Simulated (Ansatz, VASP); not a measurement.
# Two plane-wave programs on MgSI

```
Mg S I
1.0
     4.76922    0.00000    0.00000
    -2.38461    4.13027    0.00000
     0.00000    0.00000    4.80633
Mg S I
1 1 1
Cartesian
  0.0000 2.7535 2.4032
  2.3846 1.3768 2.4032
  0.0000 0.0000 0.0000
```

Change from the starting cell: species swapped into the NdAlSi type (P-6m2, No. 187).

Alike in both runs: task relaxation of cell and atoms; functional PBE; k mesh 6 × 6 × 4; occupations gaussian, width 0.1 eV; no spin polarisation.

|  | VASP | Ansatz |
| --- | --- | --- |
| version | VASP 6.6.1 | Ansatz 0.2.0 |
| potentials or method | VASP PAW PBE potentials, release 64 (Mg, S, I), cutoff 600 eV | scalar-relativistic, plane waves, PAW |
| valence electrons in the cell | 15 | 33 |

VASP gave:

```
gap on the k mesh at the Fermi level, each at its own relaxed structure (eV) : none
relaxed volume (Å³/atom)                                                     : 27.26
relaxed cell length with the largest relative difference (Å)                 : 5.267
```

Estimate Ansatz's values.

gap on the k mesh at the Fermi level, each at its own relaxed structure (eV): none; relaxed volume (Å³/atom): 27.39; relaxed cell length with the largest relative difference (Å): 5.281.

A gap of «none» marks a metal or a gap that the smearing closes. VASP's potentials hold 15 valence electrons a cell and Ansatz's 33, so a difference there can come from the potentials and not from the codes.

Spin-orbit coupling is off throughout.
